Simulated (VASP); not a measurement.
A run of VASP 6.6.1 is set up as follows.

Contents of INCAR:

```
ALGO = Fast
EDIFF = 1E-7
ENCUT = 520
GGA = PS
ISIF = 2
ISMEAR = 0
LASPH = True
LCHARG = False
LREAL = False
LWAVE = False
NBANDS = 18
NELM = 100
PREC = Accurate
SIGMA = 0.1
```

File KPOINTS:

```
k-points
0
Gamma
  20 20 14
```

POSCAR

```
Cu
1.0
    1.7104379417      1.7104379417      0.0000000000
   -1.7104379417      1.7104379417      0.0000000000
    0.0000000000      0.0000000000      3.7538013658
Cu
2
Direct
    0.0000000000      0.0000000000      0.0000000000
    0.5000000000      0.5000000000      0.5000000000
```

Potentials or basis: VASP PAW PBE potentials, release 64 (Cu).

The run is started by

```bash
$ cat potpaw_PBE.64/Cu/POTCAR > POTCAR
$ mpirun -np 1 vasp_std > vasp.out
```

(1) What does it give for the band gap on the k mesh?

(2) What does it give for the pressure?

Results:

(1) zero (bands 11 and 12 overlap by 8.45 eV).

(2) 7.1 GPa.

Caveat: the cell differs from its parent crystal (biaxial strain in the a-b plane: -4.0 %, then relaxed in part); the cell stands under pressure; the PAW data sets were made with another functional, which shifts forces and pressure a little.
